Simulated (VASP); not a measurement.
# TlBTe2 (P-6m2) in VASP: further runs

TlBTe2 is run at these levels: PBE; tasks: relaxation of cell and atoms, single point.

All numbers are computed with VASP 6.6.1; they aren't measurements. Logs are shortened: lines on timing, memory, paths and dates and some standing lists are left out, and cuts for length are marked.

### Step 1. The cell of the first run

Symmetry: P-6m2, No. 187, hexagonal system. The conventional cell has a = 3.974 Å, b = 3.974 Å, c = 8.886 Å, α = 90.00°, β = 90.00°, γ = 120.00°. Tl (site symmetry -6m2) has 3 B at 2.29 Å and 2 Te at 2.79 Å within 3.0 Å. B (site symmetry -6m2) has 3 Tl at 2.29 Å within 3.0 Å. Te (site symmetry 3m) has 1 Tl at 2.79 Å and 1 Te at 3.31 Å and 3 B at 3.61 Å within 3.7 Å.

The cell was built from a structure type or drawn by symmetry, and may not be a known phase.

### Step 2. Relaxation of cell and atoms, PBE

The input, INCAR:

```
PREC = Accurate
ENCUT = 500
EDIFF = 1E-7
ISMEAR = 0
SIGMA = 0.1
LREAL = F
LASPH = T
NELM = 120
ALGO = Normal
ISIF = 3
LWAVE = F
LCHARG = F
GGA = PE
IBRION = 2
NSW = 90
EDIFFG = -0.04
GGA_COMPAT = F
NELMIN = 4
```

The input, KPOINTS:

```
regular mesh
0
Gamma
  6 6 2
```

The input, POSCAR:

```
TlBTe2
1.0
    3.9741511000      0.0000000000      0.0000000000
   -1.9870755500      3.4417158100      0.0000000000
    0.0000000000      0.0000000000      8.8857759000
Tl B Te
1 1 2
Direct
    0.3333333300      0.6666666700      0.5000000000
    0.0000000000      0.0000000000      0.5000000000
    0.3333333300      0.6666666700      0.8135926400
    0.3333333300      0.6666666700      0.1864073600
```

Potentials or basis: VASP PAW PBE potentials, release 64 (Tl_d, B, Te).

Command:

```sh
$ cat potpaw_PBE.64/Tl_d/POTCAR potpaw_PBE.64/B/POTCAR potpaw_PBE.64/Te/POTCAR > POTCAR
$ mpirun -np 1 vasp_std > vasp.out
```

OUTCAR:

```text
PREC = Accurate
   ENCUT = 500
   EDIFF = 1E-7
   ISMEAR = 0
   LREAL = F
   LASPH = T
   NELM = 120
   ISIF = 3
   GGA = PE
   IBRION = 2
   NSW = 90
   EDIFFG = -0.04
   NELMIN = 4

 ion  position               nearest neighbor table
   1  0.333  0.667  0.500-   2 2.29   2 2.29   2 2.29   4 2.79   3 2.79
   2  0.000  0.000  0.500-   1 2.29   1 2.29   1 2.29
   3  0.333  0.667  0.814-   1 2.79   4 3.31
   4  0.333  0.667  0.186-   1 2.79   3 3.31

  LATTYP: Found a hexagonal cell.
 ALAT       =     3.9741511000
 C/A-ratio  =     2.2358928175

  Lattice vectors:

 A1 = (   3.9741511000,   0.0000000000,   0.0000000000)
 A2 = (  -1.9870755500,   3.4417158100,   0.0000000000)
 A3 = (   0.0000000000,   0.0000000000,   8.8857759000)

Analysis of symmetry for initial positions (statically):
=====================================================================
 Subroutine PRICEL returns:
 Original cell was already a primitive cell.

 Routine SETGRP: Setting up the symmetry group for a
 hexagonal supercell.

 Subroutine GETGRP returns: Found 12 space group operations
 (whereof 12 operations were pure point group operations)
 out of a pool of 24 trial point group operations.

The static configuration has the point symmetry D_3h.

Analysis of symmetry for dynamics (positions and initial velocities):
=====================================================================
 Subroutine PRICEL returns:
 Original cell was already a primitive cell.

 Routine SETGRP: Setting up the symmetry group for a
 hexagonal supercell.

 Subroutine GETGRP returns: Found 12 space group operations
 (whereof 12 operations were pure point group operations)
 out of a pool of 24 trial point group operations.

The dynamic configuration has the point symmetry D_3h.

 Subroutine INISYM returns: Found 12 space group operations
 (whereof 12 operations are pure point group operations),
 and found     1 'primitive' translations

----------------------------------------------------------------------------------------

                                     Primitive cell

  volume of cell :     121.5387

  direct lattice vectors                    reciprocal lattice vectors
     3.974151100  0.000000000  0.000000000     0.251626064  0.145276376  0.000000000
    -1.987075550  3.441715810  0.000000000     0.000000000  0.290552752  0.000000000
     0.000000000  0.000000000  8.885775900     0.000000000  0.000000000  0.112539413

  length of vectors
     3.974151100  3.974151099  8.885775900     0.290552752  0.290552752  0.112539413

  position of ions in fractional coordinates (direct lattice)
     0.333333330  0.666666670  0.500000000
     0.000000000  0.000000000  0.500000000
     0.333333330  0.666666670  0.813592640
     0.333333330  0.666666670  0.186407360

  ion indices of the primitive-cell ions
   primitive index   ion index
                 1           1
                 2           2
                 3           3
                 4           4

----------------------------------------------------------------------------------------

 KPOINTS: regular mesh

Automatic generation of k-mesh.
 Grid dimensions read from file:
 generate k-points for:    6    6    2

 Generating k-lattice:

  Cartesian coordinates                     Fractional coordinates (reciprocal lattice)
     0.041937677  0.024212729  0.000000000     0.166666667  0.000000000  0.000000000
     0.000000000  0.048425459  0.000000000     0.000000000  0.166666667  0.000000000
     0.000000000  0.000000000  0.056269706     0.000000000  0.000000000  0.500000000

  Length of vectors
     0.048425459  0.048425459  0.056269706

  Shift w.r.t. Gamma in fractional coordinates (k-lattice)
     0.000000000  0.000000000  0.000000000

 Subroutine IBZKPT returns following result:
 ===========================================

 Found     14 irreducible k-points:

 Following reciprocal coordinates:
            Coordinates               Weight
  0.000000  0.000000  0.000000      1.000000
  0.166667  0.000000  0.000000      6.000000
[... 40 lines left out ...]
 NGX is ok and might be reduce to    30
   NGX = 15   NGY = 15   NGZ = 33

--------------------------------------- Ionic step        1  -------------------------------------------

 number of electron      28.0000004 magnetization

 Free energy of the ion-electron system (eV)
  ---------------------------------------------------
  ext. energy  EPLUGINS =         0.00000000
  ---------------------------------------------------
  free energy    TOTEN  =       -10.65764956 eV

  energy without entropy =      -10.64181404  energy(sigma->0) =      -10.64973180

------------------------ aborting loop because EDIFF is reached ----------------------------------------

  FORCE on cell =-STRESS in cart. coord.  units (eV):
  Direction    XX          YY          ZZ          XY          YZ          ZX
  --------------------------------------------------------------------------------------
  -------------------------------------------------------------------------------------
  Total       -1.5549383     -1.5549383      4.1760247      0.0000000      0.0000000     -0.0000000
  in kB      -20.4978831    -20.4978831     55.0502006      0.0000000      0.0000000     -0.0000000
  external PRESSURE =       4.6848115 kB  Pullay stress =       0.0000000 kB
[... 95 lines left out ...]
  FREE ENERGIE OF THE ION-ELECTRON SYSTEM (eV)
  ---------------------------------------------------
  free  energy   TOTEN  =       -10.9543339243 eV

  energy  without entropy=      -10.9380017204  energy(sigma->0) =      -10.94616782

 E-fermi :   4.4946     XC(G=0):  -9.0486

 val. band max:        4.3327587913   @ k =   0.0000   0.0000   0.5000
 cond. band min:       4.5572501869   @ k =   0.3333   0.0000   0.0000
 fundamental gap:      0.2244913956
 Fermi energy:         4.4945536835

 k-point     1 :       0.0000    0.0000    0.0000
  band No.  band energies     occupation
      1      -8.2476      2.00000
      2      -7.2168      2.00000
      3      -6.9643      2.00000
      4      -6.9643      2.00000
      5      -6.5717      2.00000
      6      -6.5717      2.00000
[... 10 lines left out ...]
     17       7.5904      0.00000
     18       7.6105      0.00000
[... 256 lines left out ...]
      2      -7.0276      2.00000
      3      -6.9461      2.00000
      4      -6.6974      2.00000
      5      -6.6613      2.00000
      6      -6.6456      2.00000
[... 10 lines left out ...]
     17       7.9484      0.00000
     18       9.5635      0.00000

[... ionic steps 4 to 12 ...]

--------------------------------------- Ionic step       13  -------------------------------------------

 number of electron      27.9999999 magnetization

------------------------ aborting loop because EDIFF is reached ----------------------------------------

  FORCE on cell =-STRESS in cart. coord.  units (eV):
  Direction    XX          YY          ZZ          XY          YZ          ZX
  --------------------------------------------------------------------------------------
  -------------------------------------------------------------------------------------
  Total        0.0099174      0.0099174     -0.0050573      0.0000000     -0.0000000      0.0000000
  in kB        0.1291507      0.1291507     -0.0658595      0.0000000     -0.0000000      0.0000000
  external PRESSURE =       0.0641473 kB  Pullay stress =       0.0000000 kB
[... 61 lines left out ...]
  energy  without entropy=      -11.2931693548  energy(sigma->0) =      -11.29577262

--------------------------------------- Ionic step       15  -------------------------------------------

 number of electron      27.9999998 magnetization

 Free energy of the ion-electron system (eV)
  ---------------------------------------------------
  ext. energy  EPLUGINS =         0.00000000
  ---------------------------------------------------
  free energy    TOTEN  =       -11.30141460 eV

  energy without entropy =      -11.29532377  energy(sigma->0) =      -11.29836919

 E-fermi :   3.8929     XC(G=0):  -8.7635

 val. band max:        3.7687307119   @ k =   0.3333   0.1667   0.0000
 cond. band min:       3.9426731675   @ k =   0.3333   0.0000   0.0000
 fundamental gap:      0.1739424557
 Fermi energy:         3.8929294733

 k-point     1 :       0.0000    0.0000    0.0000
  band No.  band energies     occupation
      1      -8.5807      2.00000
      2      -7.6559      2.00000
      3      -7.4308      2.00000
      4      -7.4308      2.00000
      5      -7.0905      2.00000
      6      -7.0905      2.00000
[... 10 lines left out ...]
     17       6.7042      0.00000
     18       6.8168      0.00000
[... 302 lines left out ...]
  FREE ENERGIE OF THE ION-ELECTRON SYSTEM (eV)
  ---------------------------------------------------
  free  energy   TOTEN  =       -11.3014146018 eV

  energy  without entropy=      -11.2953237743  energy(sigma->0) =      -11.29836919

 reached required accuracy - stopping structural energy minimisation
```

Run time: 13 min. Hardware: 1 thread of AMD EPYC 7R13, shared host; peak memory 0.24 GiB.

What came out:

| Property | Result |
| --- | --- |
| Free energy | -11.3014 eV |
| Relaxed volume | 31.07 Å³/atom |
| Relaxed cell | a = 3.973 Å, b = 3.973 Å, c = 9.090 Å, α = 90.00°, β = 90.00°, γ = 120.00° |
| Space group after relaxing (to 0.1 Å) | P-6m2 (No. 187) |
| Energy gained by relaxing | 160.9 meV/atom |
| Ionic steps | 15 |
| Pressure after relaxing | -0.1 GPa |
| Largest force after relaxing | 0.024 eV/Å |
| Band gap on the k mesh | zero (bands 14 and 15 overlap by 2.79 eV) |

Forces on the atoms (eV/Å):
```
Tl   0.000  0.000  0.000
B    0.000  0.000  0.000
Te   0.000  0.000  0.024
Te   0.000  0.000 -0.024
```

Step by step:
| step | energy change (eV) | largest force (eV/Å) | pressure (GPa) | volume (Å³) |
| --- | --- | --- | --- | --- |
| 1 | 0.0000 | 1.5953 | 0.47 | 121.54 |
| 2 | -0.2884 | 0.6988 | -1.64 | 122.92 |
| 3 | -0.2967 | 0.5804 | -1.81 | 123.14 |
| 4 | -0.3947 | 0.5502 | -0.22 | 117.19 |
| 5 | -0.4191 | 0.4279 | 1.49 | 112.54 |
| 6 | -0.4861 | 0.2503 | 1.80 | 112.77 |
| 7 | -0.4955 | 0.1933 | 2.18 | 112.85 |
| 8 | -0.5185 | 0.2120 | 3.38 | 112.97 |
| 9 | -0.5744 | 0.2698 | 2.60 | 116.48 |
| 10 | -0.5776 | 0.4655 | 2.46 | 117.39 |
| 11 | -0.6318 | 0.0181 | 0.78 | 121.04 |
| 12 | -0.6387 | 0.2621 | -0.08 | 123.24 |
| 13 | -0.6387 | 0.2400 | 0.01 | 123.03 |
| 14 | -0.6407 | 0.1887 | -0.02 | 123.34 |
| 15 | -0.6438 | 0.0242 | -0.06 | 124.27 |

Final structure:
```
CELL_PARAMETERS angstrom
3.97305 0.00000 0.00000
-1.98653 3.44076 0.00000
0.00000 0.00000 9.09032
ATOMIC_POSITIONS crystal
Tl 0.33333 0.66667 0.50000
B 0.00000 0.00000 0.50000
Te 0.33333 0.66667 0.85525
Te 0.33333 0.66667 0.14475
```

Caveat: spin-orbit coupling is left out, which moves the levels of the heavy elements.

### Step 3. Single point, PBE

This run uses another cell than the first one, of 31.38 Å³/atom.

The input, INCAR:

```
SYSTEM = TlBTe2
  PREC = Accurate
  ENCUT = 500
  EDIFF = 1E-6
  ISMEAR = 0
  SIGMA = 0.1
  LREAL = .False.
  LASPH = .True.
  NELM = 120
  ALGO = Normal
  ISIF = 2
  LWAVE = .False.
  LCHARG = .False.
  GGA = PE
  NBANDS = 22
  GGA_COMPAT = .False.
```

The input, KPOINTS:

```
Automatic mesh
0
Gamma
  12 12 6
  0 0 0
```

The input, POSCAR:

```
TlBTe2
1.0
    3.9385074742      0.0000000000      0.0000000000
   -1.9692537371      3.4108475257      0.0000000000
    0.0000000000      0.0000000000      9.3437350593
Tl B Te
1 1 2
Direct
    0.3333333333      0.6666666667      0.5000000000
    0.0000000000      0.0000000000      0.5000000000
    0.3333333333      0.6666666667      0.8603018576
    0.3333333333      0.6666666667      0.1396981424
```

Potentials or basis: VASP PAW PBE potentials, release 64 (Tl_d, B, Te).

Command:

```sh
$ cat potpaw_PBE.64/Tl_d/POTCAR potpaw_PBE.64/B/POTCAR potpaw_PBE.64/Te/POTCAR > POTCAR
$ mpirun -np 1 vasp_std > vasp.out
```

Run time: 6.1 min. Hardware: 1 thread of AMD EPYC 7R13, shared host; peak memory 0.35 GiB.

It converged, with:

* Free energy: -11.2871 eV
* Pressure: 0.0 GPa
* Largest force: 0.019 eV/Å
* Band gap on the k mesh: zero (bands 14 and 15 overlap by 2.90 eV)

Forces on the atoms (eV/Å):
```
Tl   0.000  0.000  0.000
B    0.000  0.000  0.000
Te   0.000  0.000 -0.019
Te   0.000  0.000  0.019
```

Levels at points of the mesh, in eV from the Fermi level:
| k point | band 12 | band 13 | band 14 | band 15 | band 16 | band 17 |
| --- | --- | --- | --- | --- | --- | --- |
| (0.00, 0.00, 0.00) | -0.17 | 1.70 | 1.70 | 1.72 | 1.72 | 2.86 |
| (0.50, 0.00, 0.00) | -2.10 | -1.17 | -0.38 | 0.31 | 0.78 | 1.97 |
| (0.00, 0.00, 0.50) | -0.14 | 1.42 | 1.42 | 1.60 | 1.98 | 1.98 |
| (0.50, 0.00, 0.50) | -1.92 | -1.07 | -0.58 | 0.90 | 0.99 | 2.80 |

Caveat: spin-orbit coupling is left out, which moves the levels of the heavy elements.

### Step 4. Single point, PBE

This run uses another cell than the first one, of 31.38 Å³/atom.

The input, INCAR:

```
  PREC = Accurate
  ENCUT = 500
  EDIFF = 1E-6
  ISMEAR = -4
  SIGMA = 0.1
  LREAL = F
  LASPH = T
  NELM = 120
  ALGO = Normal
  ISIF = 2
  LWAVE = F
  LCHARG = F
  GGA = PE
  NBANDS = 22
  GGA_COMPAT = F
```

The input, KPOINTS:

```
Automatic mesh
0
Gamma
  12 12 6
```

POSCAR is that of step 3.

Command:

```sh
$ cat potpaw_PBE.64/Tl_d/POTCAR potpaw_PBE.64/B/POTCAR potpaw_PBE.64/Te/POTCAR > POTCAR
$ mpirun -np 1 vasp_std > vasp.out
```

Run time: 5.7 min. Hardware: 1 thread of AMD EPYC 7R13, shared host; peak memory 0.35 GiB.

The run converged. Its results:

```
Free energy            : -11.2360 eV
Pressure               : 0.0 GPa
Largest force          : 0.018 eV/Å
Band gap on the k mesh : zero (bands 14 and 15 overlap by 2.85 eV)
```

Forces in eV/Å, atoms in the order of the input:
```
Tl   0.000  0.000  0.000
B    0.000  0.000  0.000
Te   0.000  0.000 -0.018
Te   0.000  0.000  0.018
```

Stress tensor (GPa, compression positive):
```
-0.14  0.00  0.00
 0.00 -0.14  0.00
 0.00  0.00  0.27
```

Levels at points of the mesh, in eV from the Fermi level:
```
           k point  band 10  band 11  band 12  band 13  band 14  band 15  band 16  band 17  band 18  band 19
(0.00, 0.00, 0.00)    -1.82    -0.16    -0.16     1.66     1.66     1.73     1.73     2.85     2.99     4.93
(0.50, 0.00, 0.00)    -3.80    -2.67    -2.10    -1.17    -0.42     0.30     0.79     1.96     3.81     4.83
(0.00, 0.00, 0.50)    -0.21    -0.13    -0.13     1.40     1.40     1.59     1.96     1.96     3.47     4.78
(0.50, 0.00, 0.50)    -3.90    -3.53    -1.92    -1.06    -0.61     0.91     0.97     2.80     3.85     4.24
```

Caveat: spin-orbit coupling is left out, which moves the levels of the heavy elements.

### Step 5. Relaxation of cell and atoms, PBE

This run uses another cell than the first one, of 31.13 Å³/atom.

The input, INCAR:

```
PREC     = Accurate       # precision mode
ENCUT    = 500            # plane-wave cutoff, eV
EDIFF    = 1E-7           # SCF threshold, eV
ISMEAR   = 0              # smearing method
SIGMA    = 0.1            # smearing width, eV
LREAL    = False          # projectors in reciprocal space
LASPH    = True           # aspherical terms in the spheres
NELM     = 120            # most SCF steps
ALGO     = Normal         # electronic algorithm
ISIF     = 3              # what is computed and relaxed
LWAVE    = False          # write WAVECAR
LCHARG   = False          # write CHGCAR
GGA      = PE             # functional
IBRION   = 2              # ionic algorithm
NSW      = 100            # ionic steps
EDIFFG   = -0.01          # ionic threshold
GGA_COMPAT= False        
NELMIN   = 4
```

KPOINTS is that of step 4.

The input, POSCAR:

```
TlBTe2
1.0
    3.9693676042      0.0000000000      0.0000000000
   -1.9846838021      3.4375731822      0.0000000000
    0.0000000000      0.0000000000      9.1250472676
Tl B Te
1 1 2
Direct
    0.3333333333      0.6666666667      0.5000000000
    0.0000000000      0.0000000000      0.5000000000
    0.3333333333      0.6666666667      0.8559633074
    0.3333333333      0.6666666667      0.1440366926
```

Command:

```sh
$ cat potpaw_PBE.64/Tl_d/POTCAR potpaw_PBE.64/B/POTCAR potpaw_PBE.64/Te/POTCAR > POTCAR
$ mpirun -np 1 vasp_std > vasp.out
```

Run time: 37 min. Hardware: 1 thread of AMD EPYC 7R13, shared host; peak memory 0.35 GiB.

Results (log left out):

```yaml
Free_energy: -11.2871 eV
Relaxed_volume: 31.33 Å³/atom
Relaxed_cell: a = 3.939 Å, b = 3.939 Å, c = 9.328 Å, α = 90.00°, β = 90.00°, γ = 120.00°
Space_group_after_relaxing_to_0.1_Å: P-6m2 (No. 187)
Energy_gained_by_relaxing: 2.5 meV/atom
Ionic_steps: 12
Pressure_after_relaxing: 0.0 GPa
Largest_force_after_relaxing: 0.006 eV/Å
Band_gap_on_the_k_mesh: zero (bands 14 and 15 overlap by 2.90 eV)
```

Forces on the atoms (eV/Å):
```
Tl   0.000  0.000  0.000
B    0.000  0.000  0.000
Te   0.000  0.000 -0.006
Te   0.000  0.000  0.006
```

Step by step:
```tsv
step	energy change (eV)	largest force (eV/Å)	pressure (GPa)	volume (Å³)
1	0.0000	0.1070	-0.24	124.51
2	-0.0049	0.1134	0.00	123.67
3	-0.0059	0.1161	0.17	123.09
4	-0.0077	0.0356	0.19	123.51
5	-0.0085	0.0626	0.23	123.97
6	-0.0095	0.0133	0.08	124.55
7	-0.0097	0.0398	-0.08	125.18
8	-0.0097	0.0323	-0.05	125.09
9	-0.0098	0.0222	-0.05	125.15
10	-0.0099	0.0109	-0.03	125.21
11	-0.0099	0.0121	-0.01	125.34
12	-0.0099	0.0063	-0.02	125.31
```

Final structure:
```
CELL_PARAMETERS angstrom
3.93851 0.00000 0.00000
-1.96926 3.41085 0.00000
0.00000 0.00000 9.32808
ATOMIC_POSITIONS crystal
Tl 0.33333 0.66667 0.50000
B 0.00000 0.00000 0.50000
Te 0.33333 0.66667 0.85998
Te 0.33333 0.66667 0.14002
```

Levels at points of the mesh, in eV from the Fermi level:
```csv
k point,band 10,band 11,band 12,band 13,band 14,band 15,band 16,band 17,band 18
"(0.00, 0.00, 0.00)",-1.81,-0.16,-0.16,1.70,1.70,1.72,1.72,2.86,3.03
"(0.50, 0.00, 0.00)",-3.80,-2.66,-2.11,-1.17,-0.38,0.31,0.78,1.97,3.83
"(0.00, 0.00, 0.50)",-0.18,-0.13,-0.13,1.41,1.41,1.60,1.98,1.98,3.50
"(0.50, 0.00, 0.50)",-3.91,-3.54,-1.92,-1.07,-0.58,0.90,0.99,2.80,3.88
```

Caveat: spin-orbit coupling is left out, which moves the levels of the heavy elements.

### Step 6. Overview

| task | cell | k mesh | smearing | gap on the mesh (eV) | pressure (GPa) | relaxed volume (Å³/atom) | largest force (eV/Å) |
| --- | --- | --- | --- | --- | --- | --- | --- |
| relaxation of cell and atoms | relaxed from a = 3.974, b = 3.974, c = 8.886 Å, angles 90.0, 90.0, 120.0°, 4 atoms, atomic positions A | 6 × 6 × 2 | gaussian 0.1 eV | none | -0.1 | 31.07 | 0.02 |
| single point | a = 3.939, b = 3.939, c = 9.344 Å, angles 90.0, 90.0, 120.0°, 4 atoms, atomic positions B | 12 × 12 × 6 | gaussian 0.1 eV | none | 0.0 | - | 0.02 |
| single point | a = 3.939, b = 3.939, c = 9.344 Å, angles 90.0, 90.0, 120.0°, 4 atoms, atomic positions B | 12 × 12 × 6 | tetrahedron | none | 0.0 | - | 0.02 |
| relaxation of cell and atoms | relaxed from a = 3.969, b = 3.969, c = 9.125 Å, angles 90.0, 90.0, 120.0°, 4 atoms, atomic positions C | 12 × 12 × 6 | gaussian 0.1 eV | none | 0.0 | 31.33 | 0.01 |

Alike in all rows: level PBE; potentials or basis VASP PAW PBE potentials, release 64 (Tl_d, B, Te); no spin polarisation; cutoff (eV) 500.

Caveats: spin-orbit coupling is left out, which moves the levels of the heavy elements.

Total energies depend on the potentials used, so only differences within one code and one set of settings carry meaning.
